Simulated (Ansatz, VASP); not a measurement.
**Two plane-wave programs on AlNi**

```
Al Ni
1.0
     2.88100    0.00000    0.00000
     0.00000    2.88100    0.00000
     0.00000    0.00000    2.88100
Al Ni
1 1
Cartesian
  0.0000 0.0000 0.0000
  1.4405 1.4405 1.4405
```

Alike in both runs: task relaxation of cell and atoms; functional LDA; k mesh 12 × 12 × 12; occupations fermi-dirac, width 0.08 eV; no spin polarisation.

|  | VASP | Ansatz |
| --- | --- | --- |
| version | VASP 6.6.1 | Ansatz 0.2.0 |
| potentials or method | VASP PAW LDA potentials, release 64 (Al, Ni) | PAW with Ansatz's default frozen-core files, scalar-relativistic |
| plane-wave cutoff (eV) | 600 | 420 |
| valence electrons in the cell | 13 | 21 |

|  | VASP | Ansatz | Ansatz less VASP |
| --- | --- | --- | --- |
| relaxed volume (Å³/atom) | 11.38 | 11.37 | -0.016 |
| relaxed length of the cell vector where the two differ most in proportion (Å) | 2.834 | 2.833 | -0.0013 |

LDA's correlation is that of Perdew and Zunger in VASP and of Perdew and Wang (1992) in Ansatz. VASP's potentials hold 13 valence electrons a cell and Ansatz's 21, so a difference there can come from the potentials and not from the codes.
